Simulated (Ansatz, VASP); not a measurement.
**Two plane-wave programs on MnS**

File INCAR:

```
  ALGO = Normal
  EDIFF = 1E-6
  ENCUT = 520
  GGA = PE
  ISIF = 2
  ISMEAR = -1
  ISPIN = 2
  LASPH = T
  LCHARG = F
  LDAU = T
  LDAUJ = 0 0
  LDAUL = 2 -1
  LDAUPRINT = 1
  LDAUTYPE = 2
  LDAUU = 3.9 0
  LMAXMIX = 4
  LORBIT = 11
  LREAL = F
  LWAVE = F
  MAGMOM = 0.45 0
  NBANDS = 20
  NELM = 150
  PREC = Accurate
  SIGMA = 0.05
```

KPOINTS

```
k-points
0
Gamma
  7 7 7
```

POSCAR

```
MnS
1.0
    0.0000000000      2.6118000000      2.6118000000
    2.6118000000      0.0000000000      2.6118000000
    2.6118000000      2.6118000000      0.0000000000
Mn S
1 1
Direct
    0.0000000000      0.0000000000      0.0000000000
    0.5000000000      0.5000000000      0.5000000000
```

Input for Ansatz:

```yaml
crystal:
  lattice:
    - [0.0, 2.6118, 2.6118]
    - [2.6118, 0.0, 2.6118]
    - [2.6118, 2.6118, 0.0]
  atoms:
    - { symbol: Mn, position: [0.0, 0.0, 0.0], spin: 0.45 }
    - { symbol: S, position: [0.5, 0.5, 0.5] }
magnetization:
  spin_polarized: true
hamiltonian:
  xc: pbe
  pseudopotentials: { kind: paw }
  hubbard: { sites: [{ species: Mn, l: d, u_eff: 3.9 }] }
basis:
  ecutwfc: 420
kpoints:
  mp_grid: { grid: [7, 7, 7] }
scf:
  occupations: { method: fermi_dirac, width: 0.05 }
  lower_state_search: "off"
output:
  forces: true
  stress: true
```

Change from the starting cell: parallel moments scaled by 0.1, free total moment.

Alike in both runs: task single point; functional PBE; k mesh 7 × 7 × 7; occupations fermi-dirac, width 0.05 eV; collinear spin; Hubbard terms Mn d U = 3.9 eV.

|  | VASP | Ansatz |
| --- | --- | --- |
| version | VASP 6.6.1 | Ansatz 0.2.0 |
| potentials or method | VASP PAW PBE potentials, release 64 (Mn_pv, S), cutoff 520 eV | PAW, plane waves, scalar-relativistic |
| valence electrons in the cell | 19 | 21 |

VASP gave:

```
pressure (GPa)                                                : 3.4
net moment per atom (μB)                                      : 2.50
size of the moment on the site where the two differ most (μB) : 4.59
```

Question: What did Ansatz give for the same quantities?

Answer: Pressure (GPa): 4.1; net moment per atom (μB): 2.50; size of the moment on the site where the two differ most (μB): 4.51.

Site moments also hang on the region over which each program counts them. The programs project onto different local orbitals, so the same U acts differently, and such runs can settle in different states. VASP's potentials hold 19 valence electrons a cell and Ansatz's 21, so a difference there can come from the potentials and not from the codes.
